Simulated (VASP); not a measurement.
# Ti5H in VASP: single point with PBE

Aim: the single point of Ti5H with PBE.

Program: VASP 6.6.1. These are calculated values, not measurements. Logs are shortened: lines on timing, memory, paths and dates and some standing lists are left out, and cuts for length are marked.

## Step 1: The cell of the first run

The cell holds a slab with vacuum, 6 atoms: a = 2.938 Å, b = 2.938 Å, c = 26.212 Å, α = 90.00°, β = 90.00°, γ = 120.00°.

## Step 2: Single point, PBE, collinear spin

Contents of INCAR:

```
  PREC = Accurate
  ENCUT = 520
  EDIFF = 1E-6
  ISMEAR = 0
  SIGMA = 0.1
  LREAL = False
  LASPH = True
  NELM = 150
  ALGO = Normal
  ISIF = 2
  LWAVE = False
  LCHARG = False
  ISPIN = 2
  MAGMOM = 0 0 0 0 0 1
  LORBIT = 11
  LMAXMIX = 4
  LDIPOL = True
  IDIPOL = 3
  DIPOL = 0.5 0.5 0.367
  GGA = PE
  NBANDS = 44
```

Contents of KPOINTS:

```
regular mesh
0
Gamma
  9 9 1
```

Contents of POSCAR:

```
Ti5H
1.0
    2.9381632084      0.0000000000      0.0000000000
   -1.4690816042      2.5445239789      0.0000000000
    0.0000000000      0.0000000000     26.2117060745
Ti H
5 1
Direct
    0.6666666667      0.3333333333      0.1526035729
    0.3333333333      0.6666666667      0.2413132777
    0.6666666667      0.3333333333      0.3306032017
    0.3333333333      0.6666666667      0.4219530445
    0.6666666667      0.3333333333      0.5040383879
    1.5555555556     -0.5555555556      0.5517270045
```

Potentials or basis: VASP PAW PBE potentials, release 64 (Ti_sv, H).

The run is started by

```bash
> cat potpaw_PBE.64/Ti_sv/POTCAR potpaw_PBE.64/H/POTCAR > POTCAR
> mpirun -np 1 vasp_std > vasp.out
```

OUTCAR:

```text
PREC = Accurate
   ENCUT = 520
   EDIFF = 1E-6
   ISMEAR = 0
   LREAL = False
   LASPH = True
   NELM = 150
   ISIF = 2
   ISPIN = 2
   LORBIT = 11
   GGA = PE

 ion  position               nearest neighbor table
   1  0.667  0.333  0.153-   2 2.88   2 2.88   2 2.88
   2  0.333  0.667  0.241-   1 2.88   1 2.88   1 2.88   3 2.89   3 2.89   3 2.89
   3  0.667  0.333  0.331-   2 2.89   2 2.89   2 2.89
   4  0.333  0.667  0.422-   5 2.74   5 2.74   5 2.74
   5  0.667  0.333  0.504-   6 1.37   4 2.74   4 2.74   4 2.74
   6  0.556  0.444  0.552-   5 1.37

  LATTYP: Found a hexagonal cell.
 ALAT       =     2.9381632084
 C/A-ratio  =     8.9211198342

  Lattice vectors:

 A1 = (   2.9381632084,   0.0000000000,   0.0000000000)
 A2 = (  -1.4690816042,   2.5445239789,   0.0000000000)
 A3 = (   0.0000000000,   0.0000000000,  26.2117060745)

Analysis of symmetry for initial positions (statically):
=====================================================================
 Subroutine PRICEL returns:
 Original cell was already a primitive cell.

 Routine SETGRP: Setting up the symmetry group for a
 hexagonal supercell.

 Subroutine GETGRP returns: Found  2 space group operations
 (whereof  2 operations were pure point group operations)
 out of a pool of 24 trial point group operations.

The static configuration has the point symmetry C_1h.

Analysis of symmetry for dynamics (positions and initial velocities):
=====================================================================
 Subroutine PRICEL returns:
 Original cell was already a primitive cell.

 Routine SETGRP: Setting up the symmetry group for a
 hexagonal supercell.

 Subroutine GETGRP returns: Found  2 space group operations
 (whereof  2 operations were pure point group operations)
 out of a pool of 24 trial point group operations.

The dynamic configuration has the point symmetry C_1h.

Analysis of structural, dynamic, and magnetic symmetry:
=====================================================================
 Subroutine PRICEL returns:
 Original cell was already a primitive cell.

 Routine SETGRP: Setting up the symmetry group for a
 hexagonal supercell.

 Subroutine GETGRP returns: Found  2 space group operations
 (whereof  2 operations were pure point group operations)
 out of a pool of 24 trial point group operations.

The overall configuration has the point symmetry C_1h.

 Subroutine INISYM returns: Found  2 space group operations
 (whereof  2 operations are pure point group operations),
 and found     1 'primitive' translations

----------------------------------------------------------------------------------------

                                     Primitive cell

  volume of cell :     195.9647

  direct lattice vectors                    reciprocal lattice vectors
     2.938163208  0.000000000  0.000000000     0.340348690  0.196500408  0.000000000
    -1.469081604  2.544523979  0.000000000     0.000000000  0.393000816  0.000000000
     0.000000000  0.000000000 26.211706075     0.000000000  0.000000000  0.038150893

  length of vectors
     2.938163208  2.938163208 26.211706075     0.393000816  0.393000816  0.038150893

  position of ions in fractional coordinates (direct lattice)
     0.666666667  0.333333333  0.152603573
     0.333333333  0.666666667  0.241313278
     0.666666667  0.333333333  0.330603202
     0.333333333  0.666666667  0.421953045
     0.666666667  0.333333333  0.504038388
     0.555555556  0.444444444  0.551727005

  ion indices of the primitive-cell ions
   primitive index   ion index
                 1           1
                 2           2
                 3           3
                 4           4
                 5           5
                 6           6

----------------------------------------------------------------------------------------

 KPOINTS: regular mesh

Automatic generation of k-mesh.
 Grid dimensions read from file:
 generate k-points for:    9    9    1

[... 47 lines left out ...]
   dimension x,y,z NGX =    24 NGY =   24 NGZ =  196
   dimension x,y,z NGXF=    48 NGYF=   48 NGZF=  392
   ions per type =               5   1
   NGX,Y,Z   is equivalent  to a cutoff of  13.58, 13.58, 12.43 a.u.
   NGXF,Y,Z  is equivalent  to a cutoff of  27.16, 27.16, 24.86 a.u.
 SYSTEM =  unknown system
   PREC   = accura    normal or accurate (medium, high low for compatibility)
   ISTART =      0    job   : 0-new  1-cont  2-samecut
   ICHARG =      2    charge: 1-file 2-atom 10-const
   ISPIN  =      2    spin polarized calculation?
   LNONCOLLINEAR =      F non collinear calculations
   LSORBIT =      F    spin-orbit coupling
   LASPH  =      T    aspherical Exc in radial PAW
   ENCUT  =  520.0 eV  38.22 Ry    6.18 a.u.   5.46  5.46 48.74*2*pi/ulx,y,z
   NELM   =    150;   NELMIN=  2; NELMDL= -5     # of ELM steps
   EDIFF  = 0.1E-05   stopping-criterion for ELM
   LREAL  =      F    real-space projection
   EDIFFG = 0.1E-04   stopping-criterion for IOM
   NSW    =      0    number of steps for IOM
   IBRION =     -1    ionic relax: 0-MD 1-quasi-New 2-CG
   NFREE  =      0    steps in history (QN), initial steepest desc. (CG)
   ISIF   =      2    stress and relaxation
   ISYM   =      2    0-nonsym 1-usesym 2-fastsym
   POTIM  = 0.5000    time-step for ionic-motion
   TEBEG  =    0.0;   TEEND  =   0.0 temperature during run
   PSTRESS=    0.0 pullay stress
   NELECT =      61.0000    total number of electrons
   NUPDOWN=      -1.0000    fix difference up-down
   EMIN   =  10.00;   EMAX   =-10.00  energy-range for DOS
   EFERMI =   0.00;   METHOD = LEGACY
   ISMEAR =     0;   SIGMA  =   0.10  broadening in eV -4-tet -1-fermi 0-gaus
   EFERMI_NEDOS =   21; number of points for ismear=-14 and -15
   IALGO  =     38    algorithm
   IMIX   =      4    mixing-type and parameters
     AMIX     =   0.40;   BMIX     =  1.00
     AMIX_MAG =   1.60;   BMIX_MAG =  1.00
  volume/ion in A,a.u.               =      32.66       220.41
  Fermi-wavevector in a.u.,A,eV,Ry     =   1.109495  2.096642 16.748502  1.230980
  Thomas-Fermi vector in A             =   2.246036
   LORBIT       =     11    0 simple, 1 ext, 2 COOP (PROOUT), +10 PAW based schemes
   GGA     = PE    functional components
   LHFCALC =     F    Hartree Fock is set to
   AEXX    =    0.0000 exact exchange contribution
   IVDW    =     0    specifies the selected vdW correction
   LEPSILON=     F    determine dielectric tensor
   LRPA    =     F    only Hartree local field effects (RPA)
 spin polarized calculation
 Gauss-broadening in eV      SIGMA  =   0.10
  energy-cutoff  :      520.00
  volume of cell :      195.96
 maximum number of plane-waves:      5389
 NGX is ok and might be reduce to    24
   NGX = 11   NGY = 11   NGZ = 97

 dipolmoment           0.000000      0.000000     -0.006073 electrons x Angstroem

 number of electron      60.9999992 magnetization       0.0140465

 number of electron      60.9999992 magnetization      -0.8991729

 dipolmoment           0.000000      0.000000      0.037525 electrons x Angstroem

 Free energy of the ion-electron system (eV)
  ---------------------------------------------------
  ext. energy  EPLUGINS =         0.00000000
  ---------------------------------------------------
  free energy    TOTEN  =       -39.40602891 eV

  energy without entropy =      -39.37365603  energy(sigma->0) =      -39.38984247

 E-fermi :   1.1881     XC(G=0):  -5.8950

 val. band max:        1.1780155175   @ k =   0.4444   0.1111   0.0000
 cond. band min:       1.1900491483   @ k =   0.1111   0.1111   0.0000
 fundamental gap:      0.0120336308
 Fermi energy:         1.1880607791

 spin component 1

 k-point     1 :       0.0000    0.0000    0.0000
  band No.  band energies     occupation
      1     -55.6232      1.00000
      2     -55.5922      1.00000
      3     -55.5368      1.00000
      4     -55.4519      1.00000
      5     -55.4327      1.00000
      6     -32.2059      1.00000
[... 1069 lines left out ...]
     41       3.8337      0.00000
     42       4.1874      0.00000

 [... further k-points ...]

 spin component 2

 k-point     1 :       0.0000    0.0000    0.0000
  band No.  band energies     occupation
      1     -55.9710      1.00000
      2     -55.6145      1.00000
      3     -55.5707      1.00000
      4     -55.5076      1.00000
      5     -55.4477      1.00000
      6     -32.3679      1.00000
[... 1069 lines left out ...]
     41       3.6009      0.00000
     42       4.1080      0.00000

 [... further k-points ...]

 [bands above 42 left out]

------------------------ aborting loop because EDIFF is reached ----------------------------------------

 vacuum level on the upper side and lower side of the slab       (xc-potential included)         0.267        -0.640

  FORCE on cell =-STRESS in cart. coord.  units (eV):
  Direction    XX          YY          ZZ          XY          YZ          ZX
  --------------------------------------------------------------------------------------
  -------------------------------------------------------------------------------------
  Total        0.7333036     -0.1493199      7.9974232     -0.7643743      2.4210451     -4.1933907
  in kB        5.9953792     -1.2208165     65.3857194     -6.2494088     19.7940979    -34.2845267
  external PRESSURE =      23.3867607 kB  Pullay stress =       0.0000000 kB

 VOLUME and BASIS-vectors are now :
 -----------------------------------------------------------------------------
  energy-cutoff  :      520.00
  volume of cell :      195.96
      direct lattice vectors                 reciprocal lattice vectors
     2.938163208  0.000000000  0.000000000     0.340348690  0.196500408  0.000000000
    -1.469081604  2.544523979  0.000000000     0.000000000  0.393000816  0.000000000
     0.000000000  0.000000000 26.211706075     0.000000000  0.000000000  0.038150893

 POSITION                                       TOTAL-FORCE (eV/Angst)
 -----------------------------------------------------------------------------------
      1.46908      0.84817      4.00000         0.000040     -0.000023      0.470079
     -0.00000      1.69635      6.32523        -0.005702      0.003292     -0.454943
      1.46908      0.84817      8.66567        -0.001867      0.001078      0.102873
     -0.00000      1.69635     11.06011        -0.089473      0.051657     -0.763127
      1.46908      0.84817     13.21171         3.643645     -2.103660     -5.809106
      0.97939      1.13090     14.46171        -3.546643      2.047656      6.454224
 -----------------------------------------------------------------------------------
    total drift:                               -0.000006      0.000004     -0.000323

  FREE ENERGIE OF THE ION-ELECTRON SYSTEM (eV)
  ---------------------------------------------------
  free  energy   TOTEN  =       -39.4060289141 eV

  energy  without entropy=      -39.3736560256  energy(sigma->0) =      -39.38984247

 vacuum level on the upper side and lower side of the slab         6.211         5.303

 total charge

# of ion       s       p       d       tot
------------------------------------------
    1        2.247   6.070   1.878  10.195
    2        2.246   6.122   1.870  10.239
    3        2.246   6.116   1.872  10.234
    4        2.255   6.128   1.895  10.279
    5        2.288   6.163   2.069  10.520
    6        0.642   0.025   0.000   0.667
--------------------------------------------------
tot         11.925  30.625   9.584  52.134

 magnetization (x)

# of ion       s       p       d       tot
------------------------------------------
    1       -0.011  -0.044  -0.526  -0.581
    2        0.001   0.001   0.073   0.075
    3       -0.000  -0.001  -0.023  -0.024
    4        0.000   0.000   0.000   0.001
    5        0.000   0.000   0.006   0.007
    6       -0.000  -0.000   0.000  -0.000
--------------------------------------------------
tot         -0.009  -0.044  -0.470  -0.523
```

It took 18 min on 1 thread of Intel Xeon Platinum 8488C (Sapphire Rapids), shared host; peak memory 0.59 GiB.

What came out:

| Item | Value |
| --- | --- |
| Free energy | -39.4060 eV |
| Largest force | 7.644 eV/Å |
| Net moment | -0.90 μB per cell |
| Site moments | Ti -0.58, +0.07, -0.02, +0.00, +0.01; H -0.00 μB |
| Valence electrons inside the program's atomic spheres | Ti 10.20, 10.24, 10.23, 10.28, 10.52; H 0.67 |

Forces in eV/Å, atoms in the order of the input:
```
Ti   0.000  0.000  0.470
Ti  -0.006  0.003 -0.455
Ti  -0.002  0.001  0.103
Ti  -0.089  0.052 -0.763
Ti   3.644 -2.104 -5.809
H   -3.547  2.048  6.454
```

Levels at points of the mesh, in eV from the Fermi level:
Spin up:
```
           k point  band 28  band 29  band 30  band 31  band 32  band 33
(0.00, 0.00, 0.00)     0.26     0.61     0.65     0.66     0.70     0.71
```
Spin down:
```
           k point  band 28  band 29  band 30  band 31  band 32  band 33  band 34  band 35
(0.00, 0.00, 0.00)     0.14     0.34     0.59     0.59     0.63     0.68     0.69     0.71
```

Caveat: a moment this small can come from the mesh or the smearing.
